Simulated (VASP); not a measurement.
Here is a VASP 6.6.1 calculation.

File INCAR:

```
ALGO = Normal
EDIFF = 1E-6
ENCUT = 500
GGA = RE
GGA_COMPAT = F
ISIF = 2
ISMEAR = 1
ISYM = -1
IVDW = 12
LASPH = T
LCHARG = F
LREAL = F
LWAVE = F
NBANDS = 11
NELM = 120
PREC = Accurate
SIGMA = 0.1
```

The input KPOINTS:

```
explicit points
592
Reciprocal
  0.03846154   0.03846154   0.07142857 2
  0.03846154   0.03846154   0.21428571 2
  0.03846154   0.03846154   0.35714286 2
  0.03846154   0.03846154   0.50000000 2
  0.03846154   0.03846154   0.64285714 2
  0.03846154   0.03846154   0.78571429 2
[... 584 lines left out ...]
  0.50000000   0.50000000   0.35714286 2
  0.50000000   0.50000000   0.50000000 1
```

POSCAR

```
Si
1.0
    2.4440000000      0.0000000000      0.0000000000
   -1.2220000000      2.1165660900      0.0000000000
    0.0000000000      0.0000000000      4.1520000000
Si
2
Direct
    0.3333333333      0.6666666667      0.2500000000
    0.6666666667      0.3333333333      0.7500000000
```

Potentials or basis: VASP PAW PBE potentials, release 64 (Si).

The run is started by

```bash
$ cat potpaw_PBE.64/Si/POTCAR > POTCAR
$ mpirun -np 1 vasp_std > vasp.out
```

(1) Predict the band gap on the k mesh.

(2) What does it give for the dispersion energy per atom?

Answers

(1) zero (bands 4 and 5 overlap by 13.67 eV).

(2) -1.141 eV.
